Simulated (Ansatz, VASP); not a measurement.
**Two plane-wave programs on Sc2TaO2**

```
CELL_PARAMETERS angstrom
4.74345 0.00000 0.00000
-2.37173 4.10795 0.00000
0.00000 0.00000 4.47551
ATOMIC_POSITIONS crystal
Sc 0.33333 0.66667 0.28208
Sc 0.66667 0.33333 0.28208
Ta 0.00000 0.00000 0.81212
O 0.33333 0.66667 0.73579
O 0.66667 0.33333 0.73579
```

Alike in both runs: task single point; functional PBE; k mesh 6 × 6 × 4; occupations gaussian, width 0.1 eV; no spin polarisation.

|  | VASP | Ansatz |
| --- | --- | --- |
| version | VASP 6.6.1 | Ansatz 0.2.0 |
| potentials or method | VASP PAW PBE potentials, release 64 (Sc_sv, Ta_pv, O), cutoff 520 eV | scalar-relativistic, plane waves, PAW |
| valence electrons in the cell | 45 | 47 |

|  | VASP | Ansatz | Ansatz less VASP |
| --- | --- | --- | --- |
| gap on the k mesh at the Fermi level (eV) | none | none | - |
| pressure (GPa) | -17.5 | -17.7 | -0.25 |
| traceless stress, the component that is largest in VASP (GPa) | -17.56 | -18.00 | -0.433 |
| rms of the force components (eV/Å) | 0.481 | 0.447 | -0.0340 |

Atom by atom the forces differ by 0.037 eV/Å (rms over components). A gap of «none» marks a metal or a gap that the smearing closes. The functional is the same, so the differences come from potentials, cutoffs and numerics. VASP's potentials hold 45 valence electrons a cell and Ansatz's 47, so a difference there can come from the potentials and not from the codes.

Spin-orbit coupling is off throughout.
